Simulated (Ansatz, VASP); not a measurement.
Two plane-wave programs on BeTe

```
Be Te
1.0
     0.00000    2.71374    2.71374
     2.71374    0.00000    2.71374
     2.71374    2.71374    0.00000
Be Te
1 1
Cartesian
  0.0000 0.0000 0.0000
  1.3569 1.3569 1.3569
```

Alike in both runs: task single point; functional PBE; k mesh 8 × 8 × 8; occupations gaussian, width 0.02 eV; no spin polarisation.

|  | VASP | Ansatz |
| --- | --- | --- |
| version | VASP 6.6.1 | Ansatz 0.2.0 |
| potentials or method | VASP PAW PBE potentials, release 64 (Be, Te), cutoff 600 eV | scalar-relativistic, plane waves, PAW |
| valence electrons in the cell | 8 | 18 |

```tsv
	VASP	Ansatz	Ansatz less VASP
gap on the k mesh at the Fermi level (eV)	1.67	1.70	+0.020
least direct gap on the mesh (eV)	3.50	3.52	+0.026
pressure (GPa)	9.5	9.3	-0.23
```

VASP's potentials hold 8 valence electrons a cell and Ansatz's 18, so a difference there can come from the potentials and not from the codes.

Neither program's run includes spin-orbit coupling.
